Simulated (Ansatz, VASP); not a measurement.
## Two plane-wave programs on Zn

```
Zn
1.0
     0.00000    2.66571    2.66571
     2.66571    0.00000    2.66571
     2.66571    2.66571    0.00000
Zn
2
Direct
  0.87500 0.87500 0.87500
  0.12500 0.12500 0.12500
```

Change from the starting cell: shortest bond scaled by 1, PAW files.

Alike in both runs: task electric field gradients; functional r2SCAN; k mesh 10 × 10 × 10; occupations fermi-dirac, width 0.05 eV; no spin polarisation.

|  | VASP | Ansatz |
| --- | --- | --- |
| version | VASP 6.6.1 | Ansatz 0.2.0 |
| potentials or method | VASP PAW PBE potentials, release 64 (Zn) | PAW with Ansatz's default frozen-core files, scalar-relativistic |
| plane-wave cutoff (eV) | 520 | 500 |
| valence electrons in the cell | 24 | 24 |

```tsv
	VASP	Ansatz	Ansatz less VASP
pressure (GPa)	11.4	10.9	-0.49
```

VASP's potentials were made for PBE, not for r2SCAN.
